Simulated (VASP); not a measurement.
# LaSi2C2 (P4_2/mmc) in VASP: settings compared

Aim: see how the results for LaSi2C2 move with the level of theory and the settings. Levels: revPBE, RPBE, r2SCAN. Tasks: single point.

Everything below comes from runs of VASP 6.6.1. Logs are shortened: lines on timing, memory, paths and dates and some standing lists are left out, and cuts for length are marked.

### Step 1. The cell of the first run

The structure is tetragonal, space group P4_2/mmc (No. 131). The conventional cell has a = 4.140 Å, b = 4.140 Å, c = 8.583 Å, α = 90.00°, β = 90.00°, γ = 90.00°. Within 1.9 Å of C (site symmetry m2m) lie 1 C at 1.43 Å and 2 Si at 1.77 Å. Within 4.6 Å of La (site symmetry -4m2) lie 16 C at 3.07 to 4.54 Å and 16 Si at 3.12 to 4.38 Å and 6 La at 4.14 to 4.29 Å. Si (site symmetry m2m) has 2 C at 1.77 Å and 2 Si at 1.87 to 2.27 Å within 2.3 Å.

### Step 2. Single point, revPBE

The input, INCAR:

```
SYSTEM = LaSi2C2
PREC = Accurate
ENCUT = 520
EDIFF = 1E-6
ISMEAR = 1
SIGMA = 0.00805
LREAL = .FALSE.
LASPH = .TRUE.
NELM = 80
ALGO = Normal
ISIF = 2
LWAVE = .FALSE.
LCHARG = .FALSE.
GGA = RE
NBANDS = 38
```

The input, KPOINTS:

```
regular mesh
0
G
  4 4 2
  0 0 0
```

The input, POSCAR:

```
LaSi2C2
1.0
    4.1398480000      0.0000000000      0.0000000000
    0.0000000000      4.1398480000      0.0000000000
    0.0000000000      0.0000000000      8.5831060000
C La Si
4 2 4
Direct
    0.1730000000      0.5000000000      0.2500000000
    0.5000000000      0.8270000000      0.7500000000
    0.8270000000      0.5000000000      0.2500000000
    0.5000000000      0.1730000000      0.7500000000
    0.0000000000      0.0000000000      0.0000000000
    0.0000000000      0.0000000000      0.5000000000
    0.5000000000      0.2260000000      0.2500000000
    0.2260000000      0.5000000000      0.7500000000
    0.5000000000      0.7740000000      0.2500000000
    0.7740000000      0.5000000000      0.7500000000
```

Potentials or basis: VASP PAW PBE potentials, release 64 (C, La, Si).

The run is started by

```bash
> cat potpaw_PBE.64/C/POTCAR potpaw_PBE.64/La/POTCAR potpaw_PBE.64/Si/POTCAR > POTCAR
> mpirun -np 1 vasp_std > vasp.out
```

OUTCAR:

```text
SYSTEM = LaSi2C2
   PREC = Accurate
   ENCUT = 520
   EDIFF = 1E-6
   ISMEAR = 1
   LREAL = .FALSE.
   LASPH = .TRUE.
   NELM = 80
   ISIF = 2
   GGA = RE

 ion  position               nearest neighbor table
   1  0.173  0.500  0.250-   3 1.43   7 1.77   9 1.77
   2  0.500  0.827  0.750-   4 1.43   8 1.77  10 1.77
   3  0.827  0.500  0.250-   1 1.43   7 1.77   9 1.77
   4  0.500  0.173  0.750-   2 1.43   8 1.77  10 1.77
   5  0.000  0.000  0.000-   7 3.12   8 3.12   9 3.12  10 3.12   8 3.12  10 3.12   7 3.12   9 3.12

   6  0.000  0.000  0.500-   7 3.12   8 3.12   9 3.12  10 3.12   8 3.12  10 3.12   7 3.12   9 3.12

   7  0.500  0.226  0.250-   1 1.77   3 1.77   9 1.87   9 2.27   6 3.12   5 3.12   5 3.12   6 3.12

   8  0.226  0.500  0.750-   2 1.77   4 1.77  10 1.87  10 2.27   6 3.12   5 3.12   5 3.12   6 3.12

   9  0.500  0.774  0.250-   1 1.77   3 1.77   7 1.87   7 2.27   5 3.12   6 3.12   5 3.12   6 3.12

  10  0.774  0.500  0.750-   2 1.77   4 1.77   8 1.87   8 2.27   5 3.12   5 3.12   6 3.12   6 3.12

  LATTYP: Found a simple tetragonal cell.
 ALAT       =     4.1398480000
 C/A-ratio  =     2.0732901305

  Lattice vectors:

 A1 = (   4.1398480000,   0.0000000000,   0.0000000000)
 A2 = (   0.0000000000,   4.1398480000,   0.0000000000)
 A3 = (   0.0000000000,   0.0000000000,   8.5831060000)

Analysis of symmetry for initial positions (statically):
=====================================================================
 Subroutine PRICEL returns:
 Original cell was already a primitive cell.

 Routine SETGRP: Setting up the symmetry group for a
 simple tetragonal supercell.

 Subroutine GETGRP returns: Found 16 space group operations
 (whereof  8 operations were pure point group operations)
 out of a pool of 16 trial point group operations.

The static configuration has the point symmetry D_2d.
 The point group associated with its full space group is D_4h.

Analysis of symmetry for dynamics (positions and initial velocities):
=====================================================================
 Subroutine PRICEL returns:
 Original cell was already a primitive cell.

 Routine SETGRP: Setting up the symmetry group for a
 simple tetragonal supercell.

 Subroutine GETGRP returns: Found 16 space group operations
 (whereof  8 operations were pure point group operations)
 out of a pool of 16 trial point group operations.

The dynamic configuration has the point symmetry D_2d.
 The point group associated with its full space group is D_4h.

 Subroutine INISYM returns: Found 16 space group operations
 (whereof  8 operations are pure point group operations),
 and found     1 'primitive' translations

----------------------------------------------------------------------------------------

                                     Primitive cell

  volume of cell :     147.1002

  direct lattice vectors                    reciprocal lattice vectors
     4.139848000  0.000000000  0.000000000     0.241554762  0.000000000  0.000000000
     0.000000000  4.139848000  0.000000000     0.000000000  0.241554762  0.000000000
     0.000000000  0.000000000  8.583106000     0.000000000  0.000000000  0.116507940

  length of vectors
     4.139848000  4.139848000  8.583106000     0.241554762  0.241554762  0.116507940

  position of ions in fractional coordinates (direct lattice)
     0.173000000  0.500000000  0.250000000
     0.500000000  0.827000000  0.750000000
     0.827000000  0.500000000  0.250000000
     0.500000000  0.173000000  0.750000000
     0.000000000  0.000000000  0.000000000
     0.000000000  0.000000000  0.500000000
     0.500000000  0.226000000  0.250000000
     0.226000000  0.500000000  0.750000000
     0.500000000  0.774000000  0.250000000
     0.774000000  0.500000000  0.750000000

  ion indices of the primitive-cell ions
   primitive index   ion index
                 1           1
                 2           2
                 3           3
                 4           4
                 5           5
                 6           6
                 7           7
                 8           8
                 9           9
                10          10

----------------------------------------------------------------------------------------

 KPOINTS: regular mesh

Automatic generation of k-mesh.
 Grid dimensions read from file:
 generate k-points for:    4    4    2

 Generating k-lattice:

  Cartesian coordinates                     Fractional coordinates (reciprocal lattice)
     0.060388691  0.000000000  0.000000000     0.250000000  0.000000000  0.000000000
     0.000000000  0.060388691  0.000000000     0.000000000  0.250000000  0.000000000
     0.000000000  0.000000000  0.058253970     0.000000000  0.000000000  0.500000000

  Length of vectors
     0.060388691  0.060388691  0.058253970

  Shift w.r.t. Gamma in fractional coordinates (k-lattice)
     0.000000000  0.000000000  0.000000000

 Subroutine IBZKPT returns following result:
 ===========================================

 Found     12 irreducible k-points:

 Following reciprocal coordinates:
            Coordinates               Weight
  0.000000  0.000000  0.000000      1.000000
  0.250000  0.000000  0.000000      4.000000
  0.500000  0.000000  0.000000      2.000000
  0.250000  0.250000  0.000000      4.000000
  0.500000  0.250000  0.000000      4.000000
  0.500000  0.500000  0.000000      1.000000
  0.000000  0.000000  0.500000      1.000000
  0.250000  0.000000  0.500000      4.000000
  0.500000  0.000000  0.500000      2.000000
  0.250000  0.250000  0.500000      4.000000
  0.500000  0.250000  0.500000      4.000000
  0.500000  0.500000  0.500000      1.000000
   k-points           NKPTS =     12   k-points in BZ     NKDIM =     12   number of bands    NBANDS=     38
   number of dos      NEDOS =    301   number of ions     NIONS =     10
   total plane-waves  NPLWV =  65536
   dimension x,y,z NGX =    32 NGY =   32 NGZ =   64
   dimension x,y,z NGXF=    64 NGYF=   64 NGZF=  128
   ions per type =               4   2   4
   NGX,Y,Z   is equivalent  to a cutoff of  12.85, 12.85, 12.40 a.u.
   NGXF,Y,Z  is equivalent  to a cutoff of  25.70, 25.70, 24.79 a.u.
 SYSTEM =  LaSi2C2
   PREC   = accura    normal or accurate (medium, high low for compatibility)
   ISTART =      0    job   : 0-new  1-cont  2-samecut
   ICHARG =      2    charge: 1-file 2-atom 10-const
   ISPIN  =      1    spin polarized calculation?
   LNONCOLLINEAR =      F non collinear calculations
   LSORBIT =      F    spin-orbit coupling
   LASPH  =      T    aspherical Exc in radial PAW
   ENCUT  =  520.0 eV  38.22 Ry    6.18 a.u.   7.70  7.70 15.96*2*pi/ulx,y,z
   NELM   =     80;   NELMIN=  2; NELMDL= -5     # of ELM steps
   EDIFF  = 0.1E-05   stopping-criterion for ELM
   LREAL  =      F    real-space projection
   EDIFFG = 0.1E-04   stopping-criterion for IOM
   NSW    =      0    number of steps for IOM
   IBRION =     -1    ionic relax: 0-MD 1-quasi-New 2-CG
   NFREE  =      0    steps in history (QN), initial steepest desc. (CG)
   ISIF   =      2    stress and relaxation
   ISYM   =      2    0-nonsym 1-usesym 2-fastsym
   POTIM  = 0.5000    time-step for ionic-motion
   TEBEG  =    0.0;   TEEND  =   0.0 temperature during run
   PSTRESS=    0.0 pullay stress
   NELECT =      54.0000    total number of electrons
   NUPDOWN=      -1.0000    fix difference up-down
   EMIN   =  10.00;   EMAX   =-10.00  energy-range for DOS
   EFERMI =   0.00;   METHOD = LEGACY
   ISMEAR =     1;   SIGMA  =   0.01  broadening in eV -4-tet -1-fermi 0-gaus
   EFERMI_NEDOS =   21; number of points for ismear=-14 and -15
   IALGO  =     38    algorithm
   IMIX   =      4    mixing-type and parameters
     AMIX     =   0.40;   BMIX     =  1.00
     AMIX_MAG =   1.60;   BMIX_MAG =  1.00
  volume/ion in A,a.u.               =      14.71        99.27
  Fermi-wavevector in a.u.,A,eV,Ry     =   1.172200  2.215137 18.695119  1.374052
  Thomas-Fermi vector in A             =   2.308632
   LORBIT       =      0    0 simple, 1 ext, 2 COOP (PROOUT), +10 PAW based schemes
   GGA     = RE    functional components
   LHFCALC =     F    Hartree Fock is set to
   AEXX    =    0.0000 exact exchange contribution
   IVDW    =     0    specifies the selected vdW correction
   LEPSILON=     F    determine dielectric tensor
   LRPA    =     F    only Hartree local field effects (RPA)
 non-spin polarized calculation
 Methfessel and Paxton  Order N= 1 SIGMA  =   0.01
  energy-cutoff  :      520.00
  volume of cell :      147.10
 maximum number of plane-waves:      4000
 NGX is ok and might be reduce to    32
   NGX = 15   NGY = 15   NGZ = 31

 number of electron      54.0000001 magnetization

 Free energy of the ion-electron system (eV)
  ---------------------------------------------------
  ext. energy  EPLUGINS =         0.00000000
  ---------------------------------------------------
  free energy    TOTEN  =       -59.64430377 eV

  energy without entropy =      -59.64436211  energy(sigma->0) =      -59.64432321

 E-fermi :   9.8503     XC(G=0): -10.6665

 val. band max:        9.7966809395   @ k =   0.2500   0.0000   0.0000
 cond. band min:       9.8570667309   @ k =   0.5000   0.2500   0.0000
 fundamental gap:      0.0603857914
 Fermi energy:         9.8502896297

 k-point     1 :       0.0000    0.0000    0.0000
  band No.  band energies     occupation
      1     -23.1991      2.00000
      2     -23.1781      2.00000
      3      -8.5033      2.00000
      4      -7.2398      2.00000
      5      -7.0598      2.00000
      6      -6.9496      2.00000
[... 30 lines left out ...]
     37      11.6922      0.00000
     38      11.7827      0.00000

 k-point     2 :       0.2500    0.0000    0.0000
  band No.  band energies     occupation
      1     -23.1868      2.00000
      2     -23.1668      2.00000
      3      -8.2066      2.00000
      4      -7.6546      2.00000
      5      -7.0809      2.00000
      6      -7.0200      2.00000
[... 402 lines left out ...]
 k-point    12 :       0.5000    0.5000    0.5000
  band No.  band energies     occupation
      1     -23.1419      2.00000
      2     -23.1419      2.00000
      3      -7.4760      2.00000
      4      -7.4760      2.00000
      5      -7.3133      2.00000
      6      -7.3133      2.00000
[... 30 lines left out ...]
     37      11.8592      0.00000
     38      11.8704      0.00000

------------------------ aborting loop because EDIFF is reached ----------------------------------------

  FORCE on cell =-STRESS in cart. coord.  units (eV):
  Direction    XX          YY          ZZ          XY          YZ          ZX
  --------------------------------------------------------------------------------------
  -------------------------------------------------------------------------------------
  Total       38.3225150     38.3225150     -1.7820235      0.0000000      0.0000000     -0.0000000
  in kB      417.3989172    417.3989172    -19.4093393      0.0000000      0.0000000     -0.0000000
  external PRESSURE =     271.7961650 kB  Pullay stress =       0.0000000 kB

 VOLUME and BASIS-vectors are now :
 -----------------------------------------------------------------------------
  energy-cutoff  :      520.00
  volume of cell :      147.10
      direct lattice vectors                 reciprocal lattice vectors
     4.139848000  0.000000000  0.000000000     0.241554762  0.000000000  0.000000000
     0.000000000  4.139848000  0.000000000     0.000000000  0.241554762  0.000000000
     0.000000000  0.000000000  8.583106000     0.000000000  0.000000000  0.116507940

 POSITION                                       TOTAL-FORCE (eV/Angst)
 -----------------------------------------------------------------------------------
      0.71619      2.06992      2.14578        -1.958165     -0.000000     -0.000000
      2.06992      3.42365      6.43733        -0.000000      1.958165     -0.000000
      3.42365      2.06992      2.14578         1.958165      0.000000     -0.000000
      2.06992      0.71619      6.43733         0.000000     -1.958165     -0.000000
      0.00000      0.00000      0.00000         0.000000     -0.000000     -0.000000
      0.00000      0.00000      4.29155        -0.000000     -0.000000     -0.000000
      2.06992      0.93561      2.14578         0.000000      4.294698      0.000000
      0.93561      2.06992      6.43733         4.294698     -0.000000     -0.000000
      2.06992      3.20424      2.14578         0.000000     -4.294698     -0.000000
      3.20424      2.06992      6.43733        -4.294698      0.000000     -0.000000
 -----------------------------------------------------------------------------------
    total drift:                                0.000000      0.000000     -0.000000

  FREE ENERGIE OF THE ION-ELECTRON SYSTEM (eV)
  ---------------------------------------------------
  free  energy   TOTEN  =       -59.6443037651 eV

  energy  without entropy=      -59.6443621148  energy(sigma->0) =      -59.64432321
```

Run time: 2.7 min. Hardware: 1 thread of Oxide Virtual Turin-like, shared host; peak memory 0.24 GiB.

Results:

- Free energy: -59.6443 eV
- Pressure: 27.2 GPa
- Largest force: 4.295 eV/Å
- Band gap on the k mesh: zero (bands 27 and 28 overlap by 1.20 eV)

Forces on the atoms (eV/Å):
```
C   -1.958  0.000  0.000
C    0.000  1.958  0.000
C    1.958  0.000  0.000
C    0.000 -1.958  0.000
La   0.000  0.000  0.000
La   0.000  0.000  0.000
Si   0.000  4.295  0.000
Si   4.295  0.000  0.000
Si   0.000 -4.295  0.000
Si  -4.295  0.000  0.000
```

Levels at points of the mesh, in eV from the Fermi level:
| k point | band 24 | band 25 | band 26 | band 27 | band 28 | band 29 | band 30 | band 31 |
| --- | --- | --- | --- | --- | --- | --- | --- | --- |
| (0.00, 0.00, 0.00) | -1.83 | -1.48 | -0.68 | -0.68 | -0.40 | -0.40 | 0.68 | 1.05 |
| (0.50, 0.00, 0.00) | -2.81 | -1.58 | -1.02 | 0.46 | 0.66 | 0.87 | 0.97 | 1.38 |
| (0.50, 0.50, 0.00) | -2.73 | -1.09 | -1.09 | -0.96 | 0.86 | 1.44 | 1.61 | 1.62 |
| (0.00, 0.00, 0.50) | -2.52 | -0.70 | -0.70 | -0.62 | -0.62 | -0.60 | -0.60 | 1.47 |
| (0.50, 0.00, 0.50) | -3.35 | -1.55 | -0.75 | 0.19 | 0.43 | 0.46 | 0.82 | 1.40 |
| (0.50, 0.50, 0.50) | -2.90 | -1.09 | -1.09 | 0.59 | 0.59 | 1.08 | 1.08 | 1.70 |

Caveat: the k points lie up to 0.38 Å⁻¹ apart, too coarse for converged energies and pressures of a metal; the PAW data sets were made with another functional, which shifts forces and pressure a little; spin-orbit coupling is left out, which moves the levels of the heavy elements.

(Part 1 of 2 ends here.)

The gap in the log of VASP goes by the Fermi energy; the results here count the filled bands.